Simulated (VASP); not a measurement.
# Si2Mo (fluorite type) (Fm-3m) in VASP: notebook, part 2 of 2

VASP 6.6.1.

**4. Relaxation of cell and atoms, PBE, target pressure 160 GPa, at which the enthalpy is minimised**

This run uses another cell than the first one, of 9.50 Å³/atom.

Input file INCAR:

```
PREC     = Accurate       # precision mode
ENCUT    = 600            # plane-wave cutoff, eV
EDIFF    = 1E-6           # SCF threshold, eV
ISMEAR   = -1             # smearing method
SIGMA    = 0.08           # smearing width, eV
LREAL    = False          # projectors in reciprocal space
LASPH    = True           # aspherical terms in the spheres
NELM     = 60             # most SCF steps
ALGO     = Normal         # electronic algorithm
ISIF     = 3              # what is computed and relaxed
LWAVE    = False          # write WAVECAR
LCHARG   = False          # write CHGCAR
GGA      = PE             # functional
IBRION   = 2              # ionic algorithm
NSW      = 60             # ionic steps
EDIFFG   = -0.005         # ionic threshold
PSTRESS  = 1600.0
```

Input file KPOINTS:

```
regular mesh
0
Gamma
  11 11 11
```

Input file POSCAR:

```
Si2Mo
1.0
    0.0000000000      2.4247231959      2.4247231959
    2.4247231959      0.0000000000      2.4247231959
    2.4247231959      2.4247231959      0.0000000000
Mo Si
1 2
Direct
    0.0000000000      0.0000000000      0.0000000000
    0.2500000000      0.2500000000      0.2500000000
    0.7500000000      0.7500000000      0.7500000000
```

Potentials or basis: VASP PAW PBE potentials, release 64 (Mo_sv, Si).

Launch:

```bash
$ cat potpaw_PBE.64/Mo_sv/POTCAR potpaw_PBE.64/Si/POTCAR > POTCAR
$ mpirun -np 1 vasp_std > vasp.out
```

OUTCAR:

```text
PREC = Accurate
   ENCUT = 600
   EDIFF = 1E-6
   ISMEAR = -1
   LREAL = False
   LASPH = True
   NELM = 60
   ISIF = 3
   GGA = PE
   IBRION = 2
   NSW = 60
   EDIFFG = -0.005
   PSTRESS = 1600.0

 ion  position               nearest neighbor table
   1  0.000  0.000  0.000-   3 2.10   3 2.10   3 2.10   2 2.10   2 2.10   2 2.10   3 2.10   2 2.10

   2  0.250  0.250  0.250-   1 2.10   1 2.10   1 2.10   1 2.10   3 2.42   3 2.42   3 2.42   3 2.42
                             3 2.42   3 2.42
   3  0.750  0.750  0.750-   1 2.10   1 2.10   1 2.10   1 2.10   2 2.42   2 2.42   2 2.42   2 2.42
                             2 2.42   2 2.42

  LATTYP: Found a face centered cubic cell.
 ALAT       =     4.8494463918

  Lattice vectors:

 A1 = (   0.0000000000,   2.4247231959,   2.4247231959)
 A2 = (   2.4247231959,   0.0000000000,   2.4247231959)
 A3 = (   2.4247231959,   2.4247231959,   0.0000000000)

Analysis of symmetry for initial positions (statically):
=====================================================================
 Subroutine PRICEL returns:
 Original cell was already a primitive cell.

 Routine SETGRP: Setting up the symmetry group for a
 face centered cubic supercell.

 Subroutine GETGRP returns: Found 48 space group operations
 (whereof 48 operations were pure point group operations)
 out of a pool of 48 trial point group operations.

The static configuration has the point symmetry O_h .

Analysis of symmetry for dynamics (positions and initial velocities):
=====================================================================
 Subroutine PRICEL returns:
 Original cell was already a primitive cell.

 Routine SETGRP: Setting up the symmetry group for a
 face centered cubic supercell.

 Subroutine GETGRP returns: Found 48 space group operations
 (whereof 48 operations were pure point group operations)
 out of a pool of 48 trial point group operations.

The dynamic configuration has the point symmetry O_h .

 Subroutine INISYM returns: Found 48 space group operations
 (whereof 48 operations are pure point group operations),
 and found     1 'primitive' translations

----------------------------------------------------------------------------------------

                                     Primitive cell

  volume of cell :      28.5113

  direct lattice vectors                    reciprocal lattice vectors
     0.000000000  2.424723196  2.424723196    -0.206209105  0.206209105  0.206209105
     2.424723196  0.000000000  2.424723196     0.206209105 -0.206209105  0.206209105
     2.424723196  2.424723196  0.000000000     0.206209105  0.206209105 -0.206209105

  length of vectors
     3.429076429  3.429076429  3.429076429     0.357164647  0.357164647  0.357164647

  position of ions in fractional coordinates (direct lattice)
     0.000000000  0.000000000  0.000000000
     0.250000000  0.250000000  0.250000000
     0.750000000  0.750000000  0.750000000

  ion indices of the primitive-cell ions
   primitive index   ion index
                 1           1
                 2           2
                 3           3

----------------------------------------------------------------------------------------

 KPOINTS: regular mesh

Automatic generation of k-mesh.
[... 60 lines left out ...]
   ISPIN  =      1    spin polarized calculation?
   LNONCOLLINEAR =      F non collinear calculations
   LSORBIT =      F    spin-orbit coupling
   LASPH  =      T    aspherical Exc in radial PAW
   ENCUT  =  600.0 eV  44.10 Ry    6.64 a.u.   6.85  6.85  6.85*2*pi/ulx,y,z
   NELM   =     60;   NELMIN=  2; NELMDL= -5     # of ELM steps
   EDIFF  = 0.1E-05   stopping-criterion for ELM
   LREAL  =      F    real-space projection
   EDIFFG = -.5E-02   stopping-criterion for IOM
   NSW    =     60    number of steps for IOM
   IBRION =      2    ionic relax: 0-MD 1-quasi-New 2-CG
   NFREE  =      1    steps in history (QN), initial steepest desc. (CG)
   ISIF   =      3    stress and relaxation
   ISYM   =      2    0-nonsym 1-usesym 2-fastsym
   POTIM  = 0.5000    time-step for ionic-motion
   TEBEG  =    0.0;   TEEND  =   0.0 temperature during run
   PSTRESS= 1600.0 pullay stress
   NELECT =      22.0000    total number of electrons
   NUPDOWN=      -1.0000    fix difference up-down
   EMIN   =  10.00;   EMAX   =-10.00  energy-range for DOS
   EFERMI =   0.00;   METHOD = LEGACY
   ISMEAR =    -1;   SIGMA  =   0.08  broadening in eV -4-tet -1-fermi 0-gaus
   EFERMI_NEDOS =   21; number of points for ismear=-14 and -15
   IALGO  =     38    algorithm
   IMIX   =      4    mixing-type and parameters
     AMIX     =   0.40;   BMIX     =  1.00
     AMIX_MAG =   1.60;   BMIX_MAG =  1.00
  volume/ion in A,a.u.               =       9.50        64.13
  Fermi-wavevector in a.u.,A,eV,Ry     =   1.501563  2.837543 30.676940  2.254691
  Thomas-Fermi vector in A             =   2.612917
   LORBIT       =      0    0 simple, 1 ext, 2 COOP (PROOUT), +10 PAW based schemes
   GGA     = PE    functional components
   LHFCALC =     F    Hartree Fock is set to
   AEXX    =    0.0000 exact exchange contribution
   IVDW    =     0    specifies the selected vdW correction
   LEPSILON=     F    determine dielectric tensor
   LRPA    =     F    only Hartree local field effects (RPA)
 conjugate gradient relaxation of ions
 non-spin polarized calculation
  energy-cutoff  :      600.00
  volume of cell :       28.51
 maximum number of plane-waves:       967
   NGX = 13   NGY = 13   NGZ = 13

--------------------------------------- Ionic step        1  -------------------------------------------

 number of electron      22.0000000 magnetization

 Free energy of the ion-electron system (eV)
  ---------------------------------------------------
  ext. energy  EPLUGINS =         0.00000000
  ---------------------------------------------------
  free energy    TOTEN  =       -10.93884890 eV

  energy without entropy =      -10.92314766  energy(sigma->0) =      -10.93099828

------------------------ aborting loop because EDIFF is reached ----------------------------------------

  FORCE on cell =-STRESS in cart. coord.  units (eV):
  Direction    XX          YY          ZZ          XY          YZ          ZX
  --------------------------------------------------------------------------------------
  -------------------------------------------------------------------------------------
  Total       41.5219561     41.5219561     41.5219561      0.0000000      0.0000000      0.0000000
  in kB     2333.3070321   2333.3070321   2333.3070321      0.0000000      0.0000000      0.0000000
  external PRESSURE =     733.3070321 kB  Pullay stress =    1600.0000000 kB
[... 26 lines left out ...]
--------------------------------------- Ionic step        2  -------------------------------------------

 number of electron      21.9999996 magnetization

 E-fermi :   8.9018     XC(G=0): -11.1254

 val. band max:        8.8870547015   @ k =   0.4545   0.3636   0.0909
 cond. band min:       8.9199995456   @ k =  -0.3636   0.4545   0.0909
 fundamental gap:      0.0329448441
 Fermi energy:         8.9017885633

 k-point     1 :       0.0000    0.0000    0.0000
  band No.  band energies     occupation
      1     -51.3716      2.00000
      2     -25.5727      2.00000
      3     -25.5727      2.00000
      4     -25.5727      2.00000
      5      -2.5595      2.00000
      6       4.5790      2.00000
      7       4.5790      2.00000
      8       4.5790      2.00000
      9       6.6319      2.00000
     10       7.9131      1.99999
     11       7.9131      1.99999
     12      12.7522      0.00000
     13      12.7522      0.00000
     14      12.7522      0.00000
[... 488 lines left out ...]
  energy  without entropy=      -15.1937335461  energy(sigma->0) =      -15.20506544

  enthalpy is  TOTEN    =        16.9597270401 eV   P V=       32.1761243769

[... ionic steps 4 to 17 ...]

--------------------------------------- Ionic step       18  -------------------------------------------

 number of electron      22.0000000 magnetization

------------------------ aborting loop because EDIFF is reached ----------------------------------------
[... 73 lines left out ...]
--------------------------------------- Ionic step       20  -------------------------------------------

 number of electron      22.0000000 magnetization

 Free energy of the ion-electron system (eV)
  ---------------------------------------------------
  ext. energy  EPLUGINS =         0.00000000
  ---------------------------------------------------
  free energy    TOTEN  =       -14.43358696 eV

  energy without entropy =      -14.41278915  energy(sigma->0) =      -14.42318805

 E-fermi :  16.3493     XC(G=0): -13.4089

 val. band max:       16.2504601716   @ k =   0.3636   0.2727   0.0000
 cond. band min:      16.3934395797   @ k =  -0.2727   0.0909   0.0000
 fundamental gap:      0.1429794081
 Fermi energy:        16.3493021794

 k-point     1 :       0.0000    0.0000    0.0000
  band No.  band energies     occupation
      1     -43.7055      2.00000
      2     -18.3064      2.00000
      3     -18.3064      2.00000
      4     -18.3064      2.00000
      5       1.4394      2.00000
      6       9.1597      2.00000
      7       9.1597      2.00000
      8       9.1597      2.00000
      9      13.3261      2.00000
     10      13.3261      2.00000
     11      17.0095      0.00052
     12      19.8798      0.00000
     13      19.8798      0.00000
     14      19.8798      0.00000
[... 449 lines left out ...]
  energy  without entropy=      -14.4127891532  energy(sigma->0) =      -14.42318805

  enthalpy is  TOTEN    =        16.9160696169 eV   P V=       31.3496565731

 reached required accuracy - stopping structural energy minimisation
```

Run time: 1.7 min. Hardware: 1 thread of AMD EPYC 9R45 (Zen 5), shared host; peak memory 0.15 GiB.

Results:

- Free energy: -14.4336 eV
- Relaxed volume: 10.46 Å³/atom
- Relaxed cell: a = 3.541 Å, b = 3.541 Å, c = 3.541 Å, α = 60.00°, β = 60.00°, γ = 60.00°
- Space group after relaxing (to 0.1 Å): Fm-3m (No. 225)
- Energy change on relaxing (the run minimises the enthalpy): -1164.9 meV/atom
- Ionic steps: 20
- Pressure after relaxing: 160.0 GPa
- Band gap on the k mesh: zero (bands 11 and 12 overlap by 3.50 eV)

Step by step:
```csv
step,energy change (eV),largest force (eV/Å),pressure (GPa),volume (Å³)
1,0.0000,0.0000,233.33,28.51
2,-9.8283,0.0000,-0.86,50.49
3,-4.2775,0.0000,143.44,32.22
4,-3.5436,0.0000,158.94,31.44
5,-3.4834,0.0000,160.20,31.38
6,-3.4835,0.0000,160.20,31.38
7,-3.4840,0.0000,160.20,31.38
8,-3.4840,0.0000,160.19,31.38
9,-3.4840,0.0000,160.19,31.38
10,-3.4840,0.0000,160.19,31.38
11,-3.4840,0.0000,160.19,31.38
12,-3.4840,0.0000,160.19,31.38
13,-3.4841,0.0000,160.19,31.38
14,-3.4841,0.0000,160.19,31.38
15,-3.4843,0.0000,160.19,31.38
16,-3.4846,0.0000,160.18,31.38
17,-3.4853,0.0000,160.17,31.38
18,-3.4867,0.0000,160.14,31.38
19,-3.4894,0.0000,160.09,31.39
20,-3.4947,0.0000,159.99,31.39
```

Final structure:
```
Mo Si
1.0
     0.00000    2.50379    2.50379
     2.50379    0.00000    2.50379
     2.50379    2.50379    0.00000
Mo Si
1 2
Direct
  0.00000 0.00000 0.00000
  0.25000 0.25000 0.25000
  0.75000 0.75000 0.75000
```

Levels at points of the mesh, in eV from the Fermi level:
| k point | band 9 | band 10 | band 11 | band 12 | band 13 | band 14 |
| --- | --- | --- | --- | --- | --- | --- |
| (0.00, 0.00, 0.00) | -3.02 | -3.02 | 0.66 | 3.53 | 3.53 | 3.53 |

Caveat: the cell is relaxed towards a set pressure, so the run minimises the enthalpy, not the energy.

**5. Relaxation of cell and atoms, PBE, target pressure 160 GPa, at which the enthalpy is minimised**

Input file INCAR:

```
SYSTEM = Si2Mo
ALGO = Normal ; EDIFF = 1E-6
EDIFFG = -0.005 ; ENCUT = 600
GGA = PE ; IBRION = 2
ISIF = 3 ; ISMEAR = -1
LASPH = .TRUE. ; LCHARG = .FALSE.
LREAL = .FALSE. ; LWAVE = .FALSE.
NELM = 60 ; NSW = 32
PREC = Accurate ; PSTRESS = 1600.0
SIGMA = 0.08
```

Input file KPOINTS:

```
k-points
0
G
  11 11 11
  0 0 0
```

Input file POSCAR:

```
Si2Mo
1.0
    0.0000000000      2.5025911635      2.5025911635
    2.5025911635      0.0000000000      2.5025911635
    2.5025911635      2.5025911635      0.0000000000
Mo Si
1 2
Direct
    0.0000000000      0.0000000000      0.0000000000
    0.2500000000      0.2500000000      0.2500000000
    0.7500000000      0.7500000000      0.7500000000
```

Launch:

```bash
$ cat potpaw_PBE.64/Mo_sv/POTCAR potpaw_PBE.64/Si/POTCAR > POTCAR
$ mpirun -np 1 vasp_std > vasp.out
```

Wall time 33 s (1 thread of AMD EPYC 9R45 (Zen 5), shared host); peak memory 0.15 GiB.

The run converged. Its results:

| Quantity | Value |
| --- | --- |
| Free energy | -14.4334 eV |
| Relaxed volume | 10.46 Å³/atom |
| Relaxed cell | a = 3.541 Å, b = 3.541 Å, c = 3.541 Å, α = 60.00°, β = 60.00°, γ = 60.00° |
| Space group after relaxing (to 0.1 Å) | Fm-3m (No. 225) |
| Energy change on relaxing (the run minimises the enthalpy) | -14.3 meV/atom |
| Ionic steps | 3 |
| Pressure after relaxing | 160.0 GPa |
| Band gap on the k mesh | zero (bands 11 and 12 overlap by 3.50 eV) |

The path:
```
step  energy change (eV)  largest force (eV/Å)  pressure (GPa)  volume (Å³)
   1              0.0000                0.0000          160.92        31.35
   2             -0.2682                0.0000          155.26        31.62
   3             -0.0430                0.0000          160.01        31.39
```

Final structure:
```
Mo Si
1.0
     0.00000    2.50373    2.50373
     2.50373    0.00000    2.50373
     2.50373    2.50373    0.00000
Mo Si
1 2
Direct
  0.00000 0.00000 0.00000
  0.25000 0.25000 0.25000
  0.75000 0.75000 0.75000
```

Levels at points of the mesh, in eV from the Fermi level:
| k point | band 7 | band 8 | band 9 | band 10 | band 11 | band 12 | band 13 | band 14 | band 15 |
| --- | --- | --- | --- | --- | --- | --- | --- | --- | --- |
| (0.00, 0.00, 0.00) | -7.19 | -7.19 | -3.02 | -3.02 | 0.66 | 3.53 | 3.53 | 3.53 | 8.13 |

Caveat: the cell is relaxed towards a set pressure, so the run minimises the enthalpy, not the energy.

**6. Summary**

```csv
task,cell,cutoff (eV),gap on the mesh (eV),pressure (GPa)
single point,"a = 3.539 Å, angles 60.0°, 3 atoms",520,none,161.0
relaxation of cell and atoms,"relaxed to 160 GPa from a = 3.429 Å, angles 60.0°, 3 atoms",600,none,160.0
relaxation of cell and atoms,"relaxed to 160 GPa from a = 3.539 Å, angles 60.0°, 3 atoms",600,none,160.0
```

Alike in all rows: level PBE; potentials or basis VASP PAW PBE potentials, release 64 (Mo_sv, Si); no spin polarisation; k mesh 11 × 11 × 11; smearing fermi-dirac 0.08 eV.

Caveats: the cell is relaxed towards a set pressure, so the run minimises the enthalpy, not the energy (at least some runs); the cell stands under pressure (at least some runs).

Absolute energies hang on the potentials; compare differences alone.

The gap in the log of VASP goes by the Fermi energy; the results here count the filled bands.